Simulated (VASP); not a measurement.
Here is a VASP 6.6.1 calculation.

File INCAR:

```
SYSTEM = Mg3CdSe4
PREC = Accurate ; ENCUT = 520
EDIFF = 1E-6 ; ISMEAR = 0
SIGMA = 0.02 ; LREAL = .FALSE.
LASPH = .TRUE. ; NELM = 80
ALGO = Normal ; ISIF = 2
LWAVE = .FALSE. ; LCHARG = .TRUE.
GGA = PE ; LELF = .TRUE.
LVHAR = .TRUE. ; NBANDS = 31
```

KPOINTS

```
regular mesh
0
G
  6 6 6
  0 0 0
```

POSCAR

```
Mg3CdSe4
1.0
    6.0437946679      0.0000000000      0.0000000000
    0.0000000000      6.0437946679      0.0000000000
    0.0000000000      0.0000000000      6.0437946679
Mg Cd Se
3 1 4
Direct
    0.0000000000      0.5000000000      0.5000000000
    0.5000000000      0.0000000000      0.5000000000
    0.5000000000      0.5000000000      0.0000000000
    0.0000000000      0.0000000000      0.0000000000
    0.2556457074      0.2556457074      0.7443542926
    0.2556457074      0.7443542926      0.2556457074
    0.7443542926      0.2556457074      0.2556457074
    0.7443542926      0.7443542926      0.7443542926
```

Potentials or basis: VASP PAW PBE potentials, release 64 (Mg, Cd, Se).

Command:

```console
$ cat potpaw_PBE.64/Mg/POTCAR potpaw_PBE.64/Cd/POTCAR potpaw_PBE.64/Se/POTCAR > POTCAR
$ mpirun -np 1 vasp_std > vasp.out
```

(1) Estimate the pressure.

(2) Estimate the band gap on the k mesh.

Answers

(1) 0.0 GPa.

(2) 1.93 eV.
